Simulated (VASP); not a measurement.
Runs of VASP 6.6.1 on Ti. The structure is that of space group Fm-3m (No. 225), or close to it. The cells are those of the table. This isn't the form of Ti at room conditions, which is hcp.

| task | level | spin | cell | k mesh | cutoff (eV) | smearing | grid for exact exchange (PRECFOCK) | share of exact exchange | screening parameter | gap on the mesh (eV) | pressure (GPa) |
| --- | --- | --- | --- | --- | --- | --- | --- | --- | --- | --- | --- |
| single point | PBE-based screened hybrid with 25 % exact exchange | off | a = 2.871 Å, angles 60.0°, 1 atom | 6 × 6 × 6 | 520 | fermi-dirac 0.05 eV | Normal | 0.25 | 0.3 1/Å | none | (a) |
| relaxation of cell and atoms | PBEsol+D4 | collinear | relaxed from a = 2.906, b = 2.908, c = 2.881 Å, angles 58.6, 58.8, 58.9°, 1 atom | 9 × 9 × 9 | 600 | fermi-dirac 0.15 eV | - | - | - | none | 0.0 |
| single point | r2SCAN0 | off | a = 2.871 Å, angles 60.0°, 1 atom | 6 × 6 × 6 | 520 | fermi-dirac 0.05 eV | Normal | 0.25 | - | none | 3.9 |
| single point | r2SCANh | off | a = 2.871 Å, angles 60.0°, 1 atom | 6 × 6 × 6 | 520 | fermi-dirac 0.05 eV | Normal | 0.1 | - | none | 5.0 |
| single point | PBEsol-based screened hybrid with 25 % exact exchange | off | a = 2.871 Å, angles 60.0°, 1 atom | 6 × 6 × 6 | 520 | fermi-dirac 0.05 eV | Normal | 0.25 | 0.207 1/Å | none | 0.1 |

Alike in all rows: potentials or basis VASP PAW PBE potentials, release 64 (Ti_sv).

Task: Fill in the values left out.

Result: (a) 4.0.

Caveats: some runs use coarse meshes; the PAW data sets were made with another functional, which shifts forces and pressure a little.

A gap of «none» marks levels without a gap at the run's occupations.
